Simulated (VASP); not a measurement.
# Cu (I4/mmm) in VASP: notebook

The runs below take Cu through single point, with PBE.

Everything below comes from runs of VASP 6.6.1. Logs are shortened: lines on timing, memory, paths and dates and some standing lists are left out, and cuts for length are marked.

**1. The cell of the first run**

The structure is tetragonal, space group I4/mmm (No. 139). The conventional cell has a = 2.876 Å, b = 2.876 Å, c = 2.592 Å, α = 90.00°, β = 90.00°, γ = 90.00°. Cu (site symmetry 4/mmm) has 14 Cu at 2.41 to 2.88 Å within 3.2 Å.

**2. Single point, PBE (10.72 Å³/atom)**

File INCAR:

```
  ALGO = Normal
  EDIFF = 1E-7
  ENCUT = 520
  GGA = PE
  ISIF = 2
  ISMEAR = 0
  LASPH = True
  LCHARG = False
  LREAL = False
  LWAVE = False
  NBANDS = 12
  NELM = 60
  PREC = Accurate
  SIGMA = 0.15
```

File KPOINTS:

```
k-points
0
Gamma
  24 24 24
```

File POSCAR:

```
Cu
1.0
   -1.4380492612      1.4380492612      1.2958261892
    1.4380492612     -1.4380492612      1.2958261892
    1.4380492612      1.4380492612     -1.2958261892
Cu
1
Direct
    0.0000000000      0.0000000000      0.0000000000
```

Potentials or basis: VASP PAW PBE potentials, release 64 (Cu).

Launch:

```console
> cat potpaw_PBE.64/Cu/POTCAR > POTCAR
> mpirun -np 1 vasp_std > vasp.out
```

OUTCAR:

```text
EDIFF = 1E-7
   ENCUT = 520
   GGA = PE
   ISIF = 2
   ISMEAR = 0
   LASPH = True
   LREAL = False
   NELM = 60
   PREC = Accurate

 ion  position               nearest neighbor table
   1  0.000  0.000  0.000-

  LATTYP: Found a body centered tetragonal cell.
 ALAT       =     2.8760985224
 C/A-ratio  =     0.9011000000

  Lattice vectors:

 A1 = (  -1.4380492612,   1.4380492612,   1.2958261892)
 A2 = (   1.4380492612,  -1.4380492612,   1.2958261892)
 A3 = (   1.4380492612,   1.4380492612,  -1.2958261892)

Analysis of symmetry for initial positions (statically):
=====================================================================
 Subroutine PRICEL returns:
 Original cell was already a primitive cell.

 Routine SETGRP: Setting up the symmetry group for a
 body centered tetragonal supercell.

 Subroutine GETGRP returns: Found 16 space group operations
 (whereof 16 operations were pure point group operations)
 out of a pool of 16 trial point group operations.

The static configuration has the point symmetry D_4h.

Analysis of symmetry for dynamics (positions and initial velocities):
=====================================================================
 Subroutine PRICEL returns:
 Original cell was already a primitive cell.

 Routine SETGRP: Setting up the symmetry group for a
 body centered tetragonal supercell.

 Subroutine GETGRP returns: Found 16 space group operations
 (whereof 16 operations were pure point group operations)
 out of a pool of 16 trial point group operations.

The dynamic configuration has the point symmetry D_4h.

 Subroutine INISYM returns: Found 16 space group operations
 (whereof 16 operations are pure point group operations),
 and found     1 'primitive' translations

----------------------------------------------------------------------------------------

                                     Primitive cell

  volume of cell :      10.7190

  direct lattice vectors                    reciprocal lattice vectors
    -1.438049261  1.438049261  1.295826189     0.000000000  0.347693235  0.385854217
     1.438049261 -1.438049261  1.295826189     0.347693235  0.000000000  0.385854217
     1.438049261  1.438049261 -1.295826189     0.347693235  0.347693235  0.000000000

  length of vectors
     2.411459489  2.411459489  2.411459489     0.519397789  0.519397789  0.491712489

  position of ions in fractional coordinates (direct lattice)
     0.000000000  0.000000000  0.000000000

  ion indices of the primitive-cell ions
   primitive index   ion index
                 1           1

----------------------------------------------------------------------------------------

 KPOINTS: k-points

Automatic generation of k-mesh.
 Grid dimensions read from file:
 generate k-points for:   24   24   24

 Generating k-lattice:

  Cartesian coordinates                     Fractional coordinates (reciprocal lattice)
     0.000000000  0.014487218  0.016077259     0.041666667  0.000000000  0.000000000
     0.014487218  0.000000000  0.016077259     0.000000000  0.041666667  0.000000000
     0.014487218  0.014487218  0.000000000     0.000000000  0.000000000  0.041666667

  Length of vectors
     0.021641575  0.021641575  0.020488020

  Shift w.r.t. Gamma in fractional coordinates (k-lattice)
     0.000000000  0.000000000  0.000000000

 Subroutine IBZKPT returns following result:
 ===========================================

 Found   1063 irreducible k-points:

 Following reciprocal coordinates:
            Coordinates               Weight
  0.000000  0.000000  0.000000      1.000000
  0.041667  0.000000  0.000000      8.000000
  0.083333  0.000000 -0.000000      8.000000
  0.125000  0.000000  0.000000      8.000000
  0.166667  0.000000  0.000000      8.000000
  0.208333 -0.000000  0.000000      8.000000
[... 16 lines left out ...]
  0.416667  0.041667  0.000000     16.000000
  0.458333  0.041667  0.000000     16.000000
 [... further k-points ...]
   k-points           NKPTS =   1063   k-points in BZ     NKDIM =   1063   number of bands    NBANDS=     12
   number of dos      NEDOS =    301   number of ions     NIONS =      1
   total plane-waves  NPLWV =   5832
   dimension x,y,z NGX =    18 NGY =   18 NGZ =   18
   dimension x,y,z NGXF=    36 NGYF=   36 NGZF=   36
   ions per type =               1
   NGX,Y,Z   is equivalent  to a cutoff of  12.41, 12.41, 12.41 a.u.
   NGXF,Y,Z  is equivalent  to a cutoff of  24.82, 24.82, 24.82 a.u.
 SYSTEM =  unknown system
   PREC   = accura    normal or accurate (medium, high low for compatibility)
   ISTART =      0    job   : 0-new  1-cont  2-samecut
   ICHARG =      2    charge: 1-file 2-atom 10-const
   ISPIN  =      1    spin polarized calculation?
   LNONCOLLINEAR =      F non collinear calculations
   LSORBIT =      F    spin-orbit coupling
   LASPH  =      T    aspherical Exc in radial PAW
   ENCUT  =  520.0 eV  38.22 Ry    6.18 a.u.   4.48  4.48  4.48*2*pi/ulx,y,z
   NELM   =     60;   NELMIN=  2; NELMDL= -5     # of ELM steps
   EDIFF  = 0.1E-06   stopping-criterion for ELM
   LREAL  =      F    real-space projection
   EDIFFG = 0.1E-05   stopping-criterion for IOM
   NSW    =      0    number of steps for IOM
   IBRION =     -1    ionic relax: 0-MD 1-quasi-New 2-CG
   NFREE  =      0    steps in history (QN), initial steepest desc. (CG)
   ISIF   =      2    stress and relaxation
   ISYM   =      2    0-nonsym 1-usesym 2-fastsym
   POTIM  = 0.5000    time-step for ionic-motion
   TEBEG  =    0.0;   TEEND  =   0.0 temperature during run
   PSTRESS=    0.0 pullay stress
   NELECT =      11.0000    total number of electrons
   NUPDOWN=      -1.0000    fix difference up-down
   EMIN   =  10.00;   EMAX   =-10.00  energy-range for DOS
   EFERMI =   0.00;   METHOD = LEGACY
   ISMEAR =     0;   SIGMA  =   0.15  broadening in eV -4-tet -1-fermi 0-gaus
   EFERMI_NEDOS =   21; number of points for ismear=-14 and -15
   IALGO  =     38    algorithm
   IMIX   =      4    mixing-type and parameters
     AMIX     =   0.40;   BMIX     =  1.00
     AMIX_MAG =   1.60;   BMIX_MAG =  1.00
  volume/ion in A,a.u.               =      10.72        72.34
  Fermi-wavevector in a.u.,A,eV,Ry     =   1.651281  3.120469 37.099397  2.726729
  Thomas-Fermi vector in A             =   2.740087
   LORBIT       =      0    0 simple, 1 ext, 2 COOP (PROOUT), +10 PAW based schemes
   GGA     = PE    functional components
   LHFCALC =     F    Hartree Fock is set to
   AEXX    =    0.0000 exact exchange contribution
   IVDW    =     0    specifies the selected vdW correction
   LEPSILON=     F    determine dielectric tensor
   LRPA    =     F    only Hartree local field effects (RPA)
 non-spin polarized calculation
 Gauss-broadening in eV      SIGMA  =   0.15
  energy-cutoff  :      520.00
  volume of cell :       10.72
 maximum number of plane-waves:       302
 NGX is ok and might be reduce to    18
   NGX =  9   NGY =  9   NGZ =  9

 number of electron      10.9999984 magnetization

 Free energy of the ion-electron system (eV)
  ---------------------------------------------------
  ext. energy  EPLUGINS =         0.00000000
  ---------------------------------------------------
  free energy    TOTEN  =        -3.61037992 eV

  energy without entropy =       -3.60621678  energy(sigma->0) =       -3.60829835

 E-fermi :   8.8821     XC(G=0): -13.2988

 val. band max:        8.8819273954   @ k =   0.5000   0.2500   0.0833
 cond. band min:       8.8852719462   @ k =   0.5000   0.2917   0.0417
 fundamental gap:      0.0033445507
 Fermi energy:         8.8821067163

 k-point     1 :       0.0000    0.0000    0.0000
  band No.  band energies     occupation
      1      -1.2585      2.00000
      2       5.1290      2.00000
      3       5.6197      2.00000
      4       5.6197      2.00000
      5       6.2617      2.00000
      6       6.7918      2.00000
      7      33.5647      0.00000
      8      33.5647      0.00000
      9      36.7572      0.00000
     10      38.1167      0.00000
     11      38.2611      0.00000
     12      39.4173      0.00000

 k-point     2 :       0.0417    0.0000    0.0000
  band No.  band energies     occupation
      1      -1.1835      2.00000
      2       5.1393      2.00000
      3       5.6154      2.00000
      4       5.6221      2.00000
      5       6.2666      2.00000
      6       6.7787      2.00000
      7      33.2806      0.00000
      8      33.3696      0.00000
      9      36.0199      0.00000
     10      37.7854      0.00000
     11      38.2147      0.00000
     12      38.6002      0.00000

 k-point     3 :       0.0833    0.0000   -0.0000
  band No.  band energies     occupation
      1      -0.9602      2.00000
      2       5.1561      2.00000
      3       5.5993      2.00000
      4       5.6434      2.00000
      5       6.2832      2.00000
      6       6.7431      2.00000
      7      32.4473      0.00000
      8      32.8851      0.00000
      9      34.2598      0.00000
     10      36.6635      0.00000
     11      37.6772      0.00000
     12      38.2584      0.00000

 k-point     4 :       0.1250    0.0000    0.0000
  band No.  band energies     occupation
      1      -0.5936      2.00000
      2       5.1454      2.00000
      3       5.5650      2.00000
      4       5.7179      2.00000
      5       6.3169      2.00000
      6       6.6948      2.00000
      7      30.9171      0.00000
      8      32.2635      0.00000
      9      32.5762      0.00000
     10      35.3584      0.00000
     11      36.8087      0.00000
     12      38.5308      0.00000

 k-point     5 :       0.1667    0.0000    0.0000
  band No.  band energies     occupation
      1      -0.0938      2.00000
      2       5.0876      2.00000
      3       5.5109      2.00000
      4       5.8649      2.00000
      5       6.3716      2.00000
      6       6.6458      2.00000
      7      28.7645      0.00000
      8      31.3413      0.00000
      9      31.5743      0.00000
     10      34.1329      0.00000
     11      36.0443      0.00000
     12      39.0205      0.00000
[... 228 lines left out ...]
      1       2.8410      2.00000
      2       4.6054      2.00000
      3       5.9171      2.00000
      4       6.5282      2.00000
      5       6.8640      2.00000
      6       7.0568      2.00000
      7      18.6978      0.00000
      8      27.0293      0.00000
      9      27.7678      0.00000
     10      31.4689      0.00000
     11      34.5496      0.00000
     12      41.1398      0.00000

 k-point    22 :       0.3750    0.0417    0.0000
  band No.  band energies     occupation
      1       3.1271      2.00000
      2       4.5220      2.00000
      3       6.3427      2.00000
      4       6.6716      2.00000
      5       6.9649      2.00000
      6       7.4110      2.00000
      7      16.8418      0.00000
      8      26.4823      0.00000
      9      27.1458      0.00000
     10      31.2761      0.00000
     11      34.4743      0.00000
     12      41.8194      0.00000

 k-point    23 :       0.4167    0.0417    0.0000
  band No.  band energies     occupation
      1       3.2489      2.00000
      2       4.4642      2.00000
      3       6.4549      2.00000
      4       6.8753      2.00000
      5       7.1460      2.00000
      6       7.9870      2.00000
      7      15.2981      0.00000
      8      26.0700      0.00000
      9      26.7392      0.00000
     10      31.1620      0.00000
     11      34.4549      0.00000
     12      42.4588      0.00000

 k-point    24 :       0.4583    0.0417    0.0000
  band No.  band energies     occupation
      1       3.2882      2.00000
      2       4.4353      2.00000
      3       6.4881      2.00000
      4       6.9101      2.00000
      5       7.2714      2.00000
      6       8.5385      1.99880
      7      14.3483      0.00000
      8      25.8119      0.00000
      9      26.5550      0.00000
     10      31.1230      0.00000
     11      34.4772      0.00000
     12      43.0412      0.00000

 [... further k-points ...]
[... 5 lines left out ...]
  --------------------------------------------------------------------------------------
  -------------------------------------------------------------------------------------
  Total        1.4083873      1.4083873      1.5560793      0.0000000      0.0000000      0.0000000
  in kB      210.5127494    210.5127494    232.5883928      0.0000000      0.0000000      0.0000000
  external PRESSURE =     217.8712972 kB  Pullay stress =       0.0000000 kB

 VOLUME and BASIS-vectors are now :
 -----------------------------------------------------------------------------
  energy-cutoff  :      520.00
  volume of cell :       10.72
      direct lattice vectors                 reciprocal lattice vectors
    -1.438049261  1.438049261  1.295826189     0.000000000  0.347693235  0.385854217
     1.438049261 -1.438049261  1.295826189     0.347693235  0.000000000  0.385854217
     1.438049261  1.438049261 -1.295826189     0.347693235  0.347693235  0.000000000

 POSITION                                       TOTAL-FORCE (eV/Angst)
 -----------------------------------------------------------------------------------
      0.00000      0.00000      0.00000         0.000000      0.000000     -0.000000
 -----------------------------------------------------------------------------------
    total drift:                                0.000000     -0.000000      0.000000

  FREE ENERGIE OF THE ION-ELECTRON SYSTEM (eV)
  ---------------------------------------------------
  free  energy   TOTEN  =        -3.6103799199 eV

  energy  without entropy=       -3.6062167823  energy(sigma->0) =       -3.60829835
```

It took 62 s on 1 thread of AMD EPYC 9R45 (Zen 5), shared host; peak memory 0.2 GiB.

Results:

```yaml
Free_energy: -3.6104 eV
Pressure: 21.8 GPa
Band_gap_on_the_k_mesh: zero (an odd number of electrons rules out a gap without spin polarisation)
```

Stress tensor (GPa, compression positive):
```
21.05  0.00  0.00
 0.00 21.05  0.00
 0.00  0.00 23.26
```

Caveat: the cell stands under pressure.

**3. Single point, PBE (10.72 Å³/atom)**

File INCAR:

```
ALGO = Fast
EDIFF = 1E-7
ENCUT = 520
GGA = PE
ISIF = 2
ISMEAR = 0
LASPH = T
LCHARG = F
LREAL = F
LWAVE = F
NBANDS = 12
NELM = 100
PREC = Accurate
SIGMA = 0.15
```

KPOINTS is that of step 2.

File POSCAR:

```
Cu
1.0
   -1.4574455681      1.4574455681      1.2615648838
    1.4574455681     -1.4574455681      1.2615648838
    1.4574455681      1.4574455681     -1.2615648838
Cu
1
Direct
    0.0000000000      0.0000000000      0.0000000000
```

Potentials or basis: VASP PAW PBE potentials, release 64 (Cu).

Launch:

```console
> cat potpaw_PBE.64/Cu/POTCAR > POTCAR
> mpirun -np 1 vasp_std > vasp.out
```

Wall time 92 s (1 thread of AMD EPYC 9R45 (Zen 5), shared host); peak memory 0.21 GiB.

It converged, with:

| Quantity | Value |
| --- | --- |
| Free energy | -3.6040 eV |
| Pressure | 22.2 GPa |
| Band gap on the k mesh | zero (an odd number of electrons rules out a gap without spin polarisation) |

Stress tensor (GPa, compression positive):
```
20.37  0.00  0.00
 0.00 20.37  0.00
 0.00  0.00 25.93
```

Levels at points of the mesh, in eV from the Fermi level:
```tsv
k point	band 2	band 3	band 4	band 5	band 6	band 7	band 8	band 9	band 10	band 11
(0.00, 0.00, 0.00)	-3.86	-3.17	-3.17	-2.79	-2.04	23.99	23.99	28.34	28.75	28.93
(0.50, 0.00, 0.00)	-4.52	-2.40	-1.81	-1.49	-0.38	5.55	17.18	17.48	21.54	24.93
(0.50, 0.50, 0.00)	-3.70	-2.87	-2.35	-1.61	-1.53	3.83	21.11	22.22	25.35	28.33
(0.50, 0.50, 0.50)	-5.22	-1.70	-1.70	-1.54	6.78	6.78	12.87	12.88	13.90	19.96
```

Caveat: the cell stands under pressure.

**4. Single point, PBE (11.36 Å³/atom)**

This run uses another cell than the first one, of 11.36 Å³/atom.

File INCAR:

```
SYSTEM = Cu
ALGO = Normal
EDIFF = 1E-6
ENCUT = 520
GGA = PE
ISIF = 2
ISMEAR = 0
LASPH = .True.
LCHARG = .False.
LREAL = .False.
LWAVE = .False.
NBANDS = 12
NELM = 80
PREC = Accurate
SIGMA = 0.15
```

File KPOINTS:

```
k-points
0
Gamma
  24 24 24
  0 0 0
```

File POSCAR:

```
Cu
1.0
   -1.4660753591      1.4660753591      1.3210805061
    1.4660753591     -1.4660753591      1.3210805061
    1.4660753591      1.4660753591     -1.3210805061
Cu
1
Direct
    0.0000000000      0.0000000000      0.0000000000
```

Potentials or basis: VASP PAW PBE potentials, release 64 (Cu).

Launch:

```console
> cat potpaw_PBE.64/Cu/POTCAR > POTCAR
> mpirun -np 1 vasp_std > vasp.out
```

OUTCAR:

```text
SYSTEM = Cu
   EDIFF = 1E-6
   ENCUT = 520
   GGA = PE
   ISIF = 2
   ISMEAR = 0
   LASPH = .True.
   LREAL = .False.
   NELM = 80
   PREC = Accurate

 ion  position               nearest neighbor table
   1  0.000  0.000  0.000-

  LATTYP: Found a body centered tetragonal cell.
 ALAT       =     2.9321507182
 C/A-ratio  =     0.9011000000

  Lattice vectors:

 A1 = (  -1.4660753591,   1.4660753591,   1.3210805061)
[... 530 lines left out ...]
      2       3.9488      2.00000
      3       5.8286      2.00000
      4       6.2177      2.00000
      5       6.5543      2.00000
      6       7.8651      1.97137
      7      13.2244      0.00000
      8      24.4920      0.00000
      9      25.1482      0.00000
     10      29.6221      0.00000
     11      32.6613      0.00000
     12      41.1937      0.00000

 [... further k-points ...]
[... 5 lines left out ...]
  --------------------------------------------------------------------------------------
  -------------------------------------------------------------------------------------
  Total        0.6503089      0.6503089      0.7577256      0.0000000      0.0000000      0.0000000
  in kB       91.7335902     91.7335902    106.8859690      0.0000000      0.0000000      0.0000000
  external PRESSURE =      96.7843832 kB  Pullay stress =       0.0000000 kB

 VOLUME and BASIS-vectors are now :
 -----------------------------------------------------------------------------
  energy-cutoff  :      520.00
  volume of cell :       11.36
      direct lattice vectors                 reciprocal lattice vectors
    -1.466075359  1.466075359  1.321080506     0.000000000  0.341046589  0.378478070
     1.466075359 -1.466075359  1.321080506     0.341046589  0.000000000  0.378478070
     1.466075359  1.466075359 -1.321080506     0.341046589  0.341046589  0.000000000

 POSITION                                       TOTAL-FORCE (eV/Angst)
 -----------------------------------------------------------------------------------
      0.00000      0.00000      0.00000        -0.000000      0.000000      0.000000
 -----------------------------------------------------------------------------------
    total drift:                                0.000000     -0.000000      0.000000

  FREE ENERGIE OF THE ION-ELECTRON SYSTEM (eV)
  ---------------------------------------------------
  free  energy   TOTEN  =        -3.6723024514 eV

  energy  without entropy=       -3.6679367863  energy(sigma->0) =       -3.67011962
```

stdout:

```text
POSCAR found type information on POSCAR Cu
 POSCAR found :  1 types and       1 ions
 scaLAPACK will be used
 LDA part: xc-table for (Slater+PW92), standard interpolation
 POSCAR, INCAR and KPOINTS ok, starting setup
 FFT: planning ... GRIDC
 FFT: planning ... GRID_SOFT
 FFT: planning ... GRID
 WAVECAR not read
 entering main loop
```

Wall time 60 s (1 thread of AMD EPYC 9R45 (Zen 5), shared host); peak memory 0.21 GiB.

Results:

```
Free energy            : -3.6723 eV
Pressure               : 9.7 GPa
Band gap on the k mesh : zero (an odd number of electrons rules out a gap without spin polarisation)
```

Stress tensor (GPa, compression positive):
```
 9.17  0.00  0.00
 0.00  9.17  0.00
 0.00  0.00 10.69
```

Caveat: the cell stands under pressure.

**5. Overview**

```csv
cell,gap on the mesh (eV),pressure (GPa)
"a = 2.411 Å, angles 106.8, 106.8, 115.0°, 1 atom",none,21.8
"a = 2.417 Å, angles 105.8, 105.8, 117.1°, 1 atom",none,22.2
"a = 2.458 Å, angles 106.8, 106.8, 115.0°, 1 atom",none,9.7
```

Alike in all rows: task single point; level PBE; potentials or basis VASP PAW PBE potentials, release 64 (Cu); no spin polarisation; k mesh 24 × 24 × 24; cutoff (eV) 520; smearing gaussian 0.15 eV.

Caveats: the cell stands under pressure.

Total energies depend on the potentials used, so only differences within one code and one set of settings carry meaning.
